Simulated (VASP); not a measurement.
A run of VASP 6.6.1:

Contents of INCAR:

```
  PREC = Accurate
  ENCUT = 840
  EDIFF = 1E-7
  ISMEAR = 0
  SIGMA = 0.1
  LREAL = F
  LASPH = T
  NELM = 120
  ALGO = Normal
  ISIF = 3
  LWAVE = F
  LCHARG = F
  GGA = PE
  IBRION = 2
  NSW = 90
  EDIFFG = -0.04
  GGA_COMPAT = F
  NELMIN = 4
```

File KPOINTS:

```
Automatic mesh
0
Gamma
  6 6 6
```

Contents of POSCAR:

```
Mg
1.0
   -2.6412619500      2.6412619500      2.6412619500
    2.6412619500     -2.6412619500      2.6412619500
    2.6412619500      2.6412619500     -2.6412619500
Mg
3
Direct
    0.0000000000      0.5000000000      0.5000000000
    0.5000000000      0.0000000000      0.5000000000
    0.5000000000      0.5000000000      0.0000000000
```

Potentials or basis: VASP PAW PBE potentials, release 64 (Mg_sv).

The run is started by

```sh
$ cat potpaw_PBE.64/Mg_sv/POTCAR > POTCAR
$ mpirun -np 1 vasp_std > vasp.out
```

Hardware: 1 thread of Intel(R) Xeon(R) 6975P-C (Granite Rapids), with other jobs on the host.

Problem. Estimate the wall time of this run.

Solution. Run time: 97 s on 1 thread of Intel(R) Xeon(R) 6975P-C (Granite Rapids), with other jobs on the host, peak memory 0.33 GiB. Counts: scf iterations 49, k points 16, ion steps 4.
